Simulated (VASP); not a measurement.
# Ga3Sb2As (P3m1) in VASP: notebook

Runs on Ga3Sb2As. Level: PBE. Tasks: single point.

Program: VASP 6.6.1. These are calculated values, not measurements. Logs are shortened: lines on timing, memory, paths and dates and some standing lists are left out, and cuts for length are marked.

## Step 1: The cell of the first run

It takes space group P3m1 (No. 156, trigonal). Conventional cell: a = 4.038 Å, b = 4.038 Å, c = 9.892 Å, α = 90.00°, β = 90.00°, γ = 120.00°. Ga (site symmetry 3m) has 3 Sb at 2.47 Å and 1 As at 2.47 Å within 3.3 Å. Within 3.3 Å of Ga (site symmetry 3m) lie 4 Sb at 2.47 Å. Within 3.3 Å of Ga (site symmetry 3m) lie 3 As at 2.47 Å and 1 Sb at 2.47 Å. Within 3.3 Å of Sb (site symmetry 3m) lie 4 Ga at 2.47 Å. Within 3.3 Å of Sb (site symmetry 3m) lie 4 Ga at 2.47 Å. Within 3.3 Å of As (site symmetry 3m) lie 4 Ga at 2.47 Å.

## Step 2: Single point, PBE

File INCAR:

```
ALGO = Normal ; EDIFF = 1E-6
ENCUT = 520 ; GGA = PE
ISIF = 2 ; ISMEAR = 0
LASPH = True ; LCHARG = True
LELF = True ; LREAL = False
LVHAR = True ; LWAVE = False
NBANDS = 36 ; NELM = 80
PREC = Accurate ; SIGMA = 0.1
```

File KPOINTS:

```
k-points
0
Gamma
  6 6 2
```

File POSCAR:

```
Ga3Sb2As
1.0
    4.0383693400      0.0000000000      0.0000000000
   -2.0191846700      3.4973304400      0.0000000000
    0.0000000000      0.0000000000      9.8919442700
Ga Sb As
3 2 1
Direct
    0.0000000000      0.0000000000      0.0000000000
    0.6666666700      0.3333333300      0.3333333300
    0.3333333300      0.6666666700      0.6666666700
    0.6666666700      0.3333333300      0.0833333300
    0.3333333300      0.6666666700      0.4166666700
    0.0000000000      0.0000000000      0.7500000000
```

Potentials or basis: VASP PAW PBE potentials, release 64 (Ga_d, Sb, As).

Started as:

```console
$ cat potpaw_PBE.64/Ga_d/POTCAR potpaw_PBE.64/Sb/POTCAR potpaw_PBE.64/As/POTCAR > POTCAR
$ mpirun -np 1 vasp_std > vasp.out
```

OUTCAR:

```text
EDIFF = 1E-6
   ENCUT = 520
   GGA = PE
   ISIF = 2
   ISMEAR = 0
   LASPH = True
   LREAL = False
   NELM = 80
   PREC = Accurate

 ion  position               nearest neighbor table
   1  0.000  0.000  0.000-   4 2.47   6 2.47   4 2.47   4 2.47
   2  0.667  0.333  0.333-   4 2.47   5 2.47   5 2.47   5 2.47
   3  0.333  0.667  0.667-   6 2.47   5 2.47   6 2.47   6 2.47
   4  0.667  0.333  0.083-   1 2.47   2 2.47   1 2.47   1 2.47
   5  0.333  0.667  0.417-   3 2.47   2 2.47   2 2.47   2 2.47
   6  0.000  0.000  0.750-   3 2.47   1 2.47   3 2.47   3 2.47

  LATTYP: Found a hexagonal cell.
 ALAT       =     4.0383693400
 C/A-ratio  =     2.4494897413

  Lattice vectors:

 A1 = (   4.0383693400,   0.0000000000,   0.0000000000)
 A2 = (  -2.0191846700,   3.4973304400,   0.0000000000)
 A3 = (   0.0000000000,   0.0000000000,   9.8919442700)

Analysis of symmetry for initial positions (statically):
=====================================================================
 Subroutine PRICEL returns:
 Original cell was already a primitive cell.

 Routine SETGRP: Setting up the symmetry group for a
 hexagonal supercell.

 Subroutine GETGRP returns: Found  6 space group operations
 (whereof  6 operations were pure point group operations)
 out of a pool of 24 trial point group operations.

The static configuration has the point symmetry C_3v.

Analysis of symmetry for dynamics (positions and initial velocities):
=====================================================================
 Subroutine PRICEL returns:
 Original cell was already a primitive cell.

 Routine SETGRP: Setting up the symmetry group for a
 hexagonal supercell.

 Subroutine GETGRP returns: Found  6 space group operations
 (whereof  6 operations were pure point group operations)
 out of a pool of 24 trial point group operations.

The dynamic configuration has the point symmetry C_3v.

 Subroutine INISYM returns: Found  6 space group operations
 (whereof  6 operations are pure point group operations),
 and found     1 'primitive' translations

----------------------------------------------------------------------------------------

                                     Primitive cell

  volume of cell :     139.7090

  direct lattice vectors                    reciprocal lattice vectors
     4.038369340  0.000000000  0.000000000     0.247624701  0.142966188  0.000000000
    -2.019184670  3.497330440  0.000000000     0.000000000  0.285932375  0.000000000
     0.000000000  0.000000000  9.891944270     0.000000000  0.000000000  0.101092361

  length of vectors
     4.038369340  4.038369341  9.891944270     0.285932375  0.285932375  0.101092361

  position of ions in fractional coordinates (direct lattice)
     0.000000000  0.000000000  0.000000000
     0.666666670  0.333333330  0.333333330
     0.333333330  0.666666670  0.666666670
     0.666666670  0.333333330  0.083333330
     0.333333330  0.666666670  0.416666670
     0.000000000  0.000000000  0.750000000

  ion indices of the primitive-cell ions
   primitive index   ion index
                 1           1
                 2           2
                 3           3
                 4           4
                 5           5
                 6           6

----------------------------------------------------------------------------------------

 KPOINTS: k-points

Automatic generation of k-mesh.
 Grid dimensions read from file:
 generate k-points for:    6    6    2

 Generating k-lattice:

  Cartesian coordinates                     Fractional coordinates (reciprocal lattice)
     0.041270783  0.023827698  0.000000000     0.166666667  0.000000000  0.000000000
     0.000000000  0.047655396  0.000000000     0.000000000  0.166666667  0.000000000
     0.000000000  0.000000000  0.050546180     0.000000000  0.000000000  0.500000000

  Length of vectors
     0.047655396  0.047655396  0.050546180

  Shift w.r.t. Gamma in fractional coordinates (k-lattice)
     0.000000000  0.000000000  0.000000000

 Subroutine IBZKPT returns following result:
 ===========================================

 Found     14 irreducible k-points:

 Following reciprocal coordinates:
            Coordinates               Weight
  0.000000  0.000000  0.000000      1.000000
  0.166667  0.000000  0.000000      6.000000
  0.333333  0.000000  0.000000      6.000000
  0.500000  0.000000  0.000000      3.000000
  0.166667  0.166667  0.000000      6.000000
  0.333333  0.166667  0.000000     12.000000
  0.333333  0.333333  0.000000      2.000000
  0.000000  0.000000  0.500000      1.000000
  0.166667  0.000000  0.500000      6.000000
  0.333333  0.000000  0.500000      6.000000
  0.500000  0.000000  0.500000      3.000000
  0.166667  0.166667  0.500000      6.000000
  0.333333  0.166667  0.500000     12.000000
  0.333333  0.333333  0.500000      2.000000
   k-points           NKPTS =     14   k-points in BZ     NKDIM =     14   number of bands    NBANDS=     36
   number of dos      NEDOS =    301   number of ions     NIONS =      6
   total plane-waves  NPLWV =  72000
   dimension x,y,z NGX =    30 NGY =   30 NGZ =   80
   dimension x,y,z NGXF=    60 NGYF=   60 NGZF=  160
   ions per type =               3   2   1
   NGX,Y,Z   is equivalent  to a cutoff of  12.35, 12.35, 13.44 a.u.
   NGXF,Y,Z  is equivalent  to a cutoff of  24.70, 24.70, 26.89 a.u.
 SYSTEM =  unknown system
   PREC   = accura    normal or accurate (medium, high low for compatibility)
   ISTART =      0    job   : 0-new  1-cont  2-samecut
   ICHARG =      2    charge: 1-file 2-atom 10-const
   ISPIN  =      1    spin polarized calculation?
   LNONCOLLINEAR =      F non collinear calculations
   LSORBIT =      F    spin-orbit coupling
   LASPH  =      T    aspherical Exc in radial PAW
   ENCUT  =  520.0 eV  38.22 Ry    6.18 a.u.   7.51  7.51 18.39*2*pi/ulx,y,z
   NELM   =     80;   NELMIN=  2; NELMDL= -5     # of ELM steps
   EDIFF  = 0.1E-05   stopping-criterion for ELM
   LREAL  =      F    real-space projection
   EDIFFG = 0.1E-04   stopping-criterion for IOM
   NSW    =      0    number of steps for IOM
   IBRION =     -1    ionic relax: 0-MD 1-quasi-New 2-CG
   NFREE  =      0    steps in history (QN), initial steepest desc. (CG)
   ISIF   =      2    stress and relaxation
   ISYM   =      2    0-nonsym 1-usesym 2-fastsym
   POTIM  = 0.5000    time-step for ionic-motion
   TEBEG  =    0.0;   TEEND  =   0.0 temperature during run
   PSTRESS=    0.0 pullay stress
   NELECT =      54.0000    total number of electrons
   NUPDOWN=      -1.0000    fix difference up-down
   EMIN   =  10.00;   EMAX   =-10.00  energy-range for DOS
   EFERMI =   0.00;   METHOD = LEGACY
   ISMEAR =     0;   SIGMA  =   0.10  broadening in eV -4-tet -1-fermi 0-gaus
   EFERMI_NEDOS =   21; number of points for ismear=-14 and -15
   IALGO  =     38    algorithm
   IMIX   =      4    mixing-type and parameters
     AMIX     =   0.40;   BMIX     =  1.00
     AMIX_MAG =   1.60;   BMIX_MAG =  1.00
  volume/ion in A,a.u.               =      23.28       157.13
  Fermi-wavevector in a.u.,A,eV,Ry     =   1.192517  2.253531 19.348806  1.422097
  Thomas-Fermi vector in A             =   2.328553
   LORBIT       =      0    0 simple, 1 ext, 2 COOP (PROOUT), +10 PAW based schemes
   GGA     = PE    functional components
   LHFCALC =     F    Hartree Fock is set to
   AEXX    =    0.0000 exact exchange contribution
   IVDW    =     0    specifies the selected vdW correction
   LEPSILON=     F    determine dielectric tensor
   LRPA    =     F    only Hartree local field effects (RPA)
 non-spin polarized calculation
 Gauss-broadening in eV      SIGMA  =   0.10
  energy-cutoff  :      520.00
  volume of cell :      139.71
 maximum number of plane-waves:      3816
   NGX = 15   NGY = 15   NGZ = 37

 number of electron      53.9999965 magnetization

 Free energy of the ion-electron system (eV)
  ---------------------------------------------------
  ext. energy  EPLUGINS =         0.00000000
  ---------------------------------------------------
  free energy    TOTEN  =       -21.60147811 eV

  energy without entropy =      -21.60142661  energy(sigma->0) =      -21.60145236

 E-fermi :   6.2941     XC(G=0):  -9.8334

 val. band max:        6.0920630171   @ k =   0.0000   0.0000   0.0000
 cond. band min:       6.4798651800   @ k =   0.0000   0.0000   0.0000
 fundamental gap:      0.3878021630
 Fermi energy:         6.2940749205

 k-point     1 :       0.0000    0.0000    0.0000
  band No.  band energies     occupation
      1      -9.4382      2.00000
      2      -9.3888      2.00000
      3      -9.3888      2.00000
      4      -9.3141      2.00000
      5      -9.3141      2.00000
      6      -9.2761      2.00000
[... 28 lines left out ...]
     35      10.0503      0.00000
     36      10.2263      0.00000

 k-point     2 :       0.1667    0.0000    0.0000
  band No.  band energies     occupation
      1      -9.4414      2.00000
      2      -9.3965      2.00000
      3      -9.3820      2.00000
      4      -9.3184      2.00000
      5      -9.3137      2.00000
      6      -9.2838      2.00000
[... 28 lines left out ...]
     35      10.5929      0.00000
     36      10.6771      0.00000

 k-point     3 :       0.3333    0.0000    0.0000
  band No.  band energies     occupation
      1      -9.4553      2.00000
      2      -9.4056      2.00000
      3      -9.3697      2.00000
      4      -9.3262      2.00000
      5      -9.3113      2.00000
      6      -9.2963      2.00000
[... 28 lines left out ...]
     35      11.4648      0.00000
     36      11.5583      0.00000

 k-point     4 :       0.5000    0.0000    0.0000
  band No.  band energies     occupation
      1      -9.4644      2.00000
      2      -9.4088      2.00000
      3      -9.3646      2.00000
      4      -9.3303      2.00000
      5      -9.3091      2.00000
      6      -9.3005      2.00000
[... 28 lines left out ...]
     35      11.4412      0.00000
     36      12.4177      0.00000

 k-point     5 :       0.1667    0.1667    0.0000
  band No.  band energies     occupation
      1      -9.4495      2.00000
      2      -9.4047      2.00000
      3      -9.3732      2.00000
      4      -9.3223      2.00000
      5      -9.3141      2.00000
      6      -9.2919      2.00000
[... 265 lines left out ...]
 k-point    12 :       0.1667    0.1667    0.5000
  band No.  band energies     occupation
      1      -9.4495      2.00000
      2      -9.4048      2.00000
      3      -9.3731      2.00000
      4      -9.3223      2.00000
      5      -9.3141      2.00000
      6      -9.2919      2.00000
[... 28 lines left out ...]
     35      11.1558      0.00000
     36      11.3903      0.00000

 k-point    13 :       0.3333    0.1667    0.5000
  band No.  band energies     occupation
      1      -9.4599      2.00000
      2      -9.4103      2.00000
      3      -9.3668      2.00000
      4      -9.3259      2.00000
      5      -9.3129      2.00000
      6      -9.2974      2.00000
[... 28 lines left out ...]
     35      11.4391      0.00000
     36      11.8355      0.00000

 k-point    14 :       0.3333    0.3333    0.5000
  band No.  band energies     occupation
      1      -9.4600      2.00000
      2      -9.4127      2.00000
      3      -9.3670      2.00000
      4      -9.3219      2.00000
      5      -9.3168      2.00000
      6      -9.2956      2.00000
[... 28 lines left out ...]
     35      12.3055      0.00000
     36      12.3100      0.00000

------------------------ aborting loop because EDIFF is reached ----------------------------------------

  FORCE on cell =-STRESS in cart. coord.  units (eV):
  Direction    XX          YY          ZZ          XY          YZ          ZX
  --------------------------------------------------------------------------------------
  -------------------------------------------------------------------------------------
  Total       12.6398898     12.6398898     12.1132010      0.0000000     -0.0000000     -0.0000000
  in kB      144.9537664    144.9537666    138.9137195      0.0000000     -0.0000000     -0.0000000
  external PRESSURE =     142.9404175 kB  Pullay stress =       0.0000000 kB

 VOLUME and BASIS-vectors are now :
 -----------------------------------------------------------------------------
  energy-cutoff  :      520.00
  volume of cell :      139.71
      direct lattice vectors                 reciprocal lattice vectors
     4.038369340  0.000000000  0.000000000     0.247624701  0.142966188  0.000000000
    -2.019184670  3.497330440  0.000000000     0.000000000  0.285932375  0.000000000
     0.000000000  0.000000000  9.891944270     0.000000000  0.000000000  0.101092361

 POSITION                                       TOTAL-FORCE (eV/Angst)
 -----------------------------------------------------------------------------------
      0.00000      0.00000      0.00000        -0.000000     -0.000000     -1.387304
      2.01918      1.16578      3.29731         0.000000     -0.000000      0.023145
     -0.00000      2.33155      6.59463         0.000000      0.000000      1.404066
      2.01918      1.16578      0.82433        -0.000000     -0.000000     -0.236086
     -0.00000      2.33155      4.12164        -0.000000      0.000000      0.068526
      0.00000      0.00000      7.41896        -0.000000     -0.000000      0.127652
 -----------------------------------------------------------------------------------
    total drift:                               -0.000004      0.000004      0.000037

  FREE ENERGIE OF THE ION-ELECTRON SYSTEM (eV)
  ---------------------------------------------------
  free  energy   TOTEN  =       -21.6014781066 eV

  energy  without entropy=      -21.6014266085  energy(sigma->0) =      -21.60145236
```

Run time: 42 s. Hardware: 1 thread of Intel Xeon 6975P-C (Granite Rapids), shared host; peak memory 0.28 GiB.

Results:

```yaml
Free_energy: -21.6015 eV
Pressure: 14.3 GPa
Largest_force: 1.404 eV/Å
Band_gap_on_the_k_mesh: 0.39 eV, direct
```

Forces in eV/Å, atoms in the order of the input:
```
Ga   0.000  0.000 -1.387
Ga   0.000  0.000  0.023
Ga   0.000  0.000  1.404
Sb   0.000  0.000 -0.236
Sb   0.000  0.000  0.069
As   0.000  0.000  0.128
```

Stress tensor (GPa, compression positive):
```
14.50  0.00  0.00
 0.00 14.50  0.00
 0.00  0.00 13.89
```

Levels at points of the mesh, in eV from the valence-band top:
```
           k point  band 23  band 24  band 25  band 26  band 27  band 28  band 29  band 30  band 31  band 32
(0.00, 0.00, 0.00)    -1.09    -1.09    -0.09     0.00     0.00     0.39     1.27     1.66     2.95     2.95
(0.50, 0.00, 0.00)    -3.16    -3.08    -3.02    -2.05    -1.95     0.89     0.97     1.88     2.10     3.81
(0.00, 0.00, 0.50)    -1.45    -0.68    -0.68    -0.35    -0.35     0.69     1.49     1.90     3.45     3.45
(0.50, 0.00, 0.50)    -3.79    -2.88    -2.78    -1.43    -1.43     0.78     1.20     1.35     2.76     2.91
```

Caveat: spin-orbit coupling is left out, which moves the levels of the heavy elements; forces of over 1 eV/Å act on the atoms, so gaps and moduli don't describe the material at rest. A k mesh can miss the band edges.

(Part 1 of 2 ends here.)
